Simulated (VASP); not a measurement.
Input of a VASP 6.6.1 run:

The input INCAR:

```
PREC = Accurate
ENCUT = 520
EDIFF = 1E-6
ISMEAR = -1
SIGMA = 0.02
LREAL = F
LASPH = T
NELM = 80
ALGO = Normal
ISIF = 2
LWAVE = F
LCHARG = F
GGA = PE
NBANDS = 45
```

File KPOINTS:

```
Automatic mesh
0
Gamma
  4 4 10
```

File POSCAR:

```
Si3N4
1.0
    7.6015000000      0.0000000000      0.0000000000
   -3.8007500000      6.5830921069      0.0000000000
    0.0000000000      0.0000000000      2.9061000000
Si N
6 8
Direct
    0.7679661629      0.1740793965      0.2500000000
    0.5938867664      0.7679661629      0.7500000000
    0.8259206035      0.5938867664      0.2500000000
    0.2320338371      0.8259206035      0.7500000000
    0.4061132336      0.2320338371      0.2500000000
    0.1740793965      0.4061132336      0.7500000000
    0.0299499689      0.3298831158      0.2500000000
    0.7000668531      0.0299499689      0.7500000000
    0.6701168842      0.7000668531      0.2500000000
    0.9700500311      0.6701168842      0.7500000000
    0.2999331469      0.9700500311      0.2500000000
    0.3298831158      0.2999331469      0.7500000000
    0.6666666667      0.3333333333      0.2500000000
    0.3333333333      0.6666666667      0.7500000000
```

Potentials or basis: VASP PAW PBE potentials, release 64 (Si, N).

Run with:

```sh
$ cat potpaw_PBE.64/Si/POTCAR potpaw_PBE.64/N/POTCAR > POTCAR
$ mpirun -np 1 vasp_std > vasp.out
```

Problem. What does it give for the pressure?

Solution. 5.4 GPa.

Problem. Estimate the band gap on the k mesh.

Solution. 4.33 eV (least direct gap 4.52 eV).

Problem. Estimate the largest force.

Solution. 0.014 eV/Å.

Stress tensor (GPa, compression positive):
```
5.49 0.00 0.00
0.00 5.49 0.00
0.00 0.00 5.32
```

Caveat: the cell stands under pressure. A k mesh can miss the band edges.
